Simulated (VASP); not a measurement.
# CdS (R3m) in VASP: further runs, part 2 of 2

VASP 6.6.1. Earlier steps stand in the parts before.

## Step 4: Single point, PBE (epitaxial 111 strain +4.0%)

Input file INCAR:

```
SYSTEM = CdS
  PREC = Accurate
  ENCUT = 520
  EDIFF = 1E-6
  ISMEAR = 0
  SIGMA = 0.01
  LREAL = .FALSE.
  LASPH = .TRUE.
  NELM = 80
  ALGO = Normal
  ISIF = 2
  LWAVE = .FALSE.
  LCHARG = .FALSE.
  GGA = PE
  NBANDS = 16
```

Input file KPOINTS:

```
regular mesh
0
G
  4 4 4
  0 0 0
```

Input file POSCAR:

```
CdS
1.0
   -0.1473944091      2.9093890208      2.9093890208
    2.9093890208     -0.1473944091      2.9093890208
    2.9093890208      2.9093890208     -0.1473944091
Cd S
1 1
Direct
   -0.0052805992     -0.0052805992     -0.0052805992
    0.2552805992      0.2552805992      0.2552805992
```

Potentials or basis: VASP PAW PBE potentials, release 64 (Cd, S).

Command:

```sh
$ cat potpaw_PBE.64/Cd/POTCAR potpaw_PBE.64/S/POTCAR > POTCAR
$ mpirun -np 1 vasp_std > vasp.out
```

OUTCAR:

```text
SYSTEM = CdS
   PREC = Accurate
   ENCUT = 520
   EDIFF = 1E-6
   ISMEAR = 0
   LREAL = .FALSE.
   LASPH = .TRUE.
   NELM = 80
   ISIF = 2
   GGA = PE

 ion  position               nearest neighbor table
   1  0.995  0.995  0.995-   2 2.56   2 2.60   2 2.60   2 2.60
   2  0.255  0.255  0.255-   1 2.56   1 2.60   1 2.60   1 2.60

  LATTYP: Found a trigonal (rhomboedric) cell.
 ALAT       =     4.1171366337
 COS(alpha) =     0.4487624663

  Lattice vectors:

 A1 = (  -0.1473944091,   2.9093890208,   2.9093890208)
 A2 = (   2.9093890208,  -0.1473944091,   2.9093890208)
 A3 = (   2.9093890208,   2.9093890208,  -0.1473944091)

Analysis of symmetry for initial positions (statically):
=====================================================================
 Subroutine PRICEL returns:
 Original cell was already a primitive cell.

 Routine SETGRP: Setting up the symmetry group for a
 trigonal (rhombohedral) supercell.

 Subroutine GETGRP returns: Found  6 space group operations
 (whereof  6 operations were pure point group operations)
 out of a pool of 12 trial point group operations.

The static configuration has the point symmetry C_3v.

Analysis of symmetry for dynamics (positions and initial velocities):
=====================================================================
 Subroutine PRICEL returns:
 Original cell was already a primitive cell.

 Routine SETGRP: Setting up the symmetry group for a
 trigonal (rhombohedral) supercell.

 Subroutine GETGRP returns: Found  6 space group operations
 (whereof  6 operations were pure point group operations)
 out of a pool of 12 trial point group operations.

The dynamic configuration has the point symmetry C_3v.

 Subroutine INISYM returns: Found  6 space group operations
 (whereof  6 operations are pure point group operations),
 and found     1 'primitive' translations

----------------------------------------------------------------------------------------

                                     Primitive cell

  volume of cell :      52.9930

  direct lattice vectors                    reciprocal lattice vectors
    -0.147394409  2.909389021  2.909389021    -0.159319572  0.167821694  0.167821694
     2.909389021 -0.147394409  2.909389021     0.167821694 -0.159319572  0.167821694
     2.909389021  2.909389021 -0.147394409     0.167821694  0.167821694 -0.159319572

  length of vectors
     4.117136634  4.117136634  4.117136634     0.285851304  0.285851304  0.285851304

  position of ions in fractional coordinates (direct lattice)
     0.994719401  0.994719401  0.994719401
     0.255280599  0.255280599  0.255280599

  ion indices of the primitive-cell ions
   primitive index   ion index
                 1           1
                 2           2

----------------------------------------------------------------------------------------

 KPOINTS: regular mesh

Automatic generation of k-mesh.
 Grid dimensions read from file:
 generate k-points for:    4    4    4

 Generating k-lattice:

  Cartesian coordinates                     Fractional coordinates (reciprocal lattice)
    -0.039829893  0.041955423  0.041955423     0.250000000  0.000000000  0.000000000
     0.041955423 -0.039829893  0.041955423     0.000000000  0.250000000  0.000000000
     0.041955423  0.041955423 -0.039829893     0.000000000  0.000000000  0.250000000

  Length of vectors
     0.071462826  0.071462826  0.071462826

  Shift w.r.t. Gamma in fractional coordinates (k-lattice)
     0.000000000  0.000000000  0.000000000

 Subroutine IBZKPT returns following result:
 ===========================================

 Found     13 irreducible k-points:

 Following reciprocal coordinates:
            Coordinates               Weight
  0.000000  0.000000  0.000000      1.000000
  0.250000  0.000000 -0.000000      6.000000
  0.500000  0.000000 -0.000000      3.000000
  0.250000  0.250000  0.000000      6.000000
  0.500000  0.250000  0.000000     12.000000
 -0.250000  0.250000  0.000000      6.000000
  0.500000  0.500000  0.000000      3.000000
  0.250000  0.250000  0.250000      2.000000
  0.500000  0.250000  0.250000      6.000000
 -0.250000  0.250000  0.250000      6.000000
  0.500000  0.500000  0.250000      6.000000
 -0.250000  0.500000  0.250000      6.000000
  0.500000  0.500000  0.500000      1.000000
   k-points           NKPTS =     13   k-points in BZ     NKDIM =     13   number of bands    NBANDS=     16
   number of dos      NEDOS =    301   number of ions     NIONS =      2
   total plane-waves  NPLWV =  32768
   dimension x,y,z NGX =    32 NGY =   32 NGZ =   32
   dimension x,y,z NGXF=    64 NGYF=   64 NGZF=   64
   ions per type =               1   1
   NGX,Y,Z   is equivalent  to a cutoff of  12.92, 12.92, 12.92 a.u.
   NGXF,Y,Z  is equivalent  to a cutoff of  25.84, 25.84, 25.84 a.u.
 SYSTEM =  CdS
   PREC   = accura    normal or accurate (medium, high low for compatibility)
   ISTART =      0    job   : 0-new  1-cont  2-samecut
   ICHARG =      2    charge: 1-file 2-atom 10-const
   ISPIN  =      1    spin polarized calculation?
   LNONCOLLINEAR =      F non collinear calculations
   LSORBIT =      F    spin-orbit coupling
   LASPH  =      T    aspherical Exc in radial PAW
   ENCUT  =  520.0 eV  38.22 Ry    6.18 a.u.   7.66  7.66  7.66*2*pi/ulx,y,z
   NELM   =     80;   NELMIN=  2; NELMDL= -5     # of ELM steps
   EDIFF  = 0.1E-05   stopping-criterion for ELM
   LREAL  =      F    real-space projection
   EDIFFG = 0.1E-04   stopping-criterion for IOM
   NSW    =      0    number of steps for IOM
   IBRION =     -1    ionic relax: 0-MD 1-quasi-New 2-CG
   NFREE  =      0    steps in history (QN), initial steepest desc. (CG)
   ISIF   =      2    stress and relaxation
   ISYM   =      2    0-nonsym 1-usesym 2-fastsym
   POTIM  = 0.5000    time-step for ionic-motion
   TEBEG  =    0.0;   TEEND  =   0.0 temperature during run
   PSTRESS=    0.0 pullay stress
   NELECT =      18.0000    total number of electrons
   NUPDOWN=      -1.0000    fix difference up-down
   EMIN   =  10.00;   EMAX   =-10.00  energy-range for DOS
   EFERMI =   0.00;   METHOD = LEGACY
   ISMEAR =     0;   SIGMA  =   0.01  broadening in eV -4-tet -1-fermi 0-gaus
   EFERMI_NEDOS =   21; number of points for ismear=-14 and -15
   IALGO  =     38    algorithm
   IMIX   =      4    mixing-type and parameters
     AMIX     =   0.40;   BMIX     =  1.00
     AMIX_MAG =   1.60;   BMIX_MAG =  1.00
  volume/ion in A,a.u.               =      26.50       178.81
  Fermi-wavevector in a.u.,A,eV,Ry     =   1.142246  2.158531 17.751866  1.304725
  Thomas-Fermi vector in A             =   2.278944
   LORBIT       =      0    0 simple, 1 ext, 2 COOP (PROOUT), +10 PAW based schemes
   GGA     = PE    functional components
   LHFCALC =     F    Hartree Fock is set to
   AEXX    =    0.0000 exact exchange contribution
   IVDW    =     0    specifies the selected vdW correction
   LEPSILON=     F    determine dielectric tensor
   LRPA    =     F    only Hartree local field effects (RPA)
 non-spin polarized calculation
 Gauss-broadening in eV      SIGMA  =   0.01
  energy-cutoff  :      520.00
  volume of cell :       52.99
 maximum number of plane-waves:      1440
 NGX is ok and might be reduce to    32
   NGX = 15   NGY = 15   NGZ = 15

 number of electron      17.9999999 magnetization

 Free energy of the ion-electron system (eV)
  ---------------------------------------------------
  ext. energy  EPLUGINS =         0.00000000
  ---------------------------------------------------
  free energy    TOTEN  =        -6.08527923 eV

  energy without entropy =       -6.08527923  energy(sigma->0) =       -6.08527923

 E-fermi :   0.9720     XC(G=0):  -8.8442

 val. band max:        0.9174197193   @ k =   0.0000   0.0000   0.0000
 cond. band min:       1.7421728244   @ k =   0.0000   0.0000   0.0000
 fundamental gap:      0.8247531051
 Fermi energy:         0.9719800512

 k-point     1 :       0.0000    0.0000    0.0000
  band No.  band energies     occupation
      1     -11.1739      2.00000
      2      -6.7469      2.00000
      3      -6.7469      2.00000
      4      -6.7187      2.00000
      5      -6.3544      2.00000
      6      -6.3544      2.00000
[... 8 lines left out ...]
     15      12.1650      0.00000
     16      12.1650      0.00000
[... 211 lines left out ...]
  band No.  band energies     occupation
      1     -10.7637      2.00000
      2      -6.6432      2.00000
      3      -6.6432      2.00000
      4      -6.3099      2.00000
      5      -6.3099      2.00000
      6      -5.9489      2.00000
[... 8 lines left out ...]
     15      13.3339      0.00000
     16      13.3339      0.00000

------------------------ aborting loop because EDIFF is reached ----------------------------------------

  FORCE on cell =-STRESS in cart. coord.  units (eV):
  Direction    XX          YY          ZZ          XY          YZ          ZX
  --------------------------------------------------------------------------------------
  -------------------------------------------------------------------------------------
  Total       -0.2224838     -0.2224838     -0.2224838      0.3972053      0.3972053      0.3972053
  in kB       -6.7265240     -6.7265240     -6.7265240     12.0090108     12.0090108     12.0090108
  external PRESSURE =      -6.7265240 kB  Pullay stress =       0.0000000 kB

 VOLUME and BASIS-vectors are now :
 -----------------------------------------------------------------------------
  energy-cutoff  :      520.00
  volume of cell :       52.99
      direct lattice vectors                 reciprocal lattice vectors
    -0.147394409  2.909389021  2.909389021    -0.159319572  0.167821694  0.167821694
     2.909389021 -0.147394409  2.909389021     0.167821694 -0.159319572  0.167821694
     2.909389021  2.909389021 -0.147394409     0.167821694  0.167821694 -0.159319572

 POSITION                                       TOTAL-FORCE (eV/Angst)
 -----------------------------------------------------------------------------------
      5.64144      5.64144      5.64144        -0.001172     -0.001172     -0.001172
      1.44779      1.44779      1.44779         0.001172      0.001172      0.001172
 -----------------------------------------------------------------------------------
    total drift:                               -0.000253     -0.000253     -0.000253

  FREE ENERGIE OF THE ION-ELECTRON SYSTEM (eV)
  ---------------------------------------------------
  free  energy   TOTEN  =        -6.0852792270 eV

  energy  without entropy=       -6.0852792270  energy(sigma->0) =       -6.08527923
```

OSZICAR:

```text
N       E                     dE             d eps       ncg     rms          rms(c)
DAV:   1     0.110299959825E+03    0.11030E+03   -0.90735E+03   424   0.102E+03
DAV:   2    -0.220643686915E+01   -0.11251E+03   -0.10663E+03   512   0.256E+02
DAV:   3    -0.663876005881E+01   -0.44323E+01   -0.44243E+01   512   0.524E+01
DAV:   4    -0.666744682131E+01   -0.28687E-01   -0.28685E-01   520   0.414E+00
DAV:   5    -0.666785568054E+01   -0.40886E-03   -0.40886E-03   504   0.460E-01    0.700E+00
DAV:   6    -0.610459254950E+01    0.56326E+00   -0.89668E-01   632   0.112E+01    0.580E+00
DAV:   7    -0.608482598288E+01    0.19767E-01   -0.18697E-01   560   0.296E+00    0.292E+00
DAV:   8    -0.608503624116E+01   -0.21026E-03   -0.16919E-02   480   0.158E+00    0.266E-01
DAV:   9    -0.608502205871E+01    0.14182E-04   -0.19094E-03   512   0.597E-01    0.683E-02
DAV:  10    -0.608518779592E+01   -0.16574E-03   -0.25537E-04   480   0.148E-01    0.771E-02
DAV:  11    -0.608528533531E+01   -0.97539E-04   -0.16441E-04   488   0.917E-02    0.315E-02
DAV:  12    -0.608527816229E+01    0.71730E-05   -0.20863E-05   504   0.546E-02    0.895E-03
DAV:  13    -0.608527924557E+01   -0.10833E-05   -0.27948E-06   496   0.101E-02    0.639E-03
DAV:  14    -0.608527922704E+01    0.18531E-07   -0.22756E-07   440   0.328E-03
   1 F= -.60852792E+01 E0= -.60852792E+01  d E =-.104001E-16
```

Wall time 19 s (1 thread of Intel Xeon 6975P-C, shared host); peak memory 0.17 GiB.

What came out:

```yaml
Free_energy: -6.0853 eV
Pressure: -0.7 GPa
Band_gap_on_the_k_mesh: 0.82 eV, direct
```

Forces in eV/Å, atoms in the order of the input:
```
Cd  -0.001 -0.001 -0.001
S    0.001  0.001  0.001
```

Caveat: the k points lie up to 0.45 Å⁻¹ apart; the cell differs from its parent crystal (epitaxial 111 strain +4.0%).

## Step 5: Overview

| level | k mesh | smearing | gap on the mesh (eV) | pressure (GPa) | largest force (eV/Å) |
| --- | --- | --- | --- | --- | --- |
| PBE | 8 × 8 × 8 | fermi-dirac 0.02 eV | 0.84 | -0.8 | 0.01 |
| r2SCAN | 8 × 8 × 8 | gaussian 0.01 eV | 1.25 | -2.3 | 0.01 |
| PBE | 4 × 4 × 4 | gaussian 0.01 eV | 0.82 | -0.7 | - |

Alike in all rows: task single point; potentials or basis VASP PAW PBE potentials, release 64 (Cd, S); no spin polarisation; cell as given; cutoff (eV) 520.

Caveats: some runs use coarse meshes; the PAW data sets were made with another functional, which shifts forces and pressure a little (some runs).

Total energies depend on the potentials used, so only differences within one code and one set of settings carry meaning.
